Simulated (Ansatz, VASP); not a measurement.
# One calculation of Ir, two programs

INCAR

```
SYSTEM = Ir
PREC = Accurate ; ENCUT = 520
EDIFF = 1E-6 ; ISMEAR = 0
SIGMA = 0.1 ; LREAL = .False.
LASPH = .True. ; NELM = 80
ALGO = Normal ; ISIF = 2
LWAVE = .False. ; LCHARG = .True.
GGA = PE ; LELF = .True.
LVHAR = .True. ; NBANDS = 10
```

The input KPOINTS:

```
Automatic mesh
0
Gamma
  15 15 15
  0 0 0
```

File POSCAR:

```
Ir
1.0
    2.7369673410      0.0000000000      0.0000000000
   -1.3684836705      2.3702832466      0.0000000000
    1.3684836705      0.7900944155      2.2347244760
Ir
1
Direct
    0.0000000000      0.0000000000      0.0000000000
```

Input for Ansatz:

```yaml
crystal:
  lattice:
    - [2.736967341, 0.0, 0.0]
    - [-1.3684836705, 2.3702832466, 0.0]
    - [1.3684836705, 0.7900944155, 2.234724476]
  atoms:
    - { symbol: Ir, position: [0.0, 0.0, 0.0] }
basis:
  ecutwfc: 420
kpoints:
  mp_grid: { grid: [15, 15, 15] }
hamiltonian:
  xc: pbe
scf:
  occupations: { method: gaussian, width: 0.1 }
output:
  forces: true
  stress: true
  eigenvalues: true
```

Alike in both runs: task single point; functional PBE; k mesh 15 × 15 × 15; occupations gaussian, width 0.1 eV; no spin polarisation.

|  | VASP | Ansatz |
| --- | --- | --- |
| version | VASP 6.6.1 | Ansatz 0.2.0 |
| potentials or method | VASP PAW PBE potentials, release 64 (Ir), cutoff 520 eV | scalar-relativistic, plane waves, PAW |
| valence electrons in the cell | 9 | 17 |

Ansatz gave:

```
gap on the k mesh at the Fermi level (eV) : none
pressure (GPa)                            : -0.1
```

Problem. Estimate VASP's values.

Solution. gap on the k mesh at the Fermi level (eV): none; pressure (GPa): 0.4.

A gap of «none» marks a metal or a gap that the smearing closes. With one functional, cell and mesh, what is left measures potentials, basis and numerics. VASP's potentials hold 9 valence electrons a cell and Ansatz's 17, so a difference there can come from the potentials and not from the codes.

Spin-orbit coupling is off throughout.
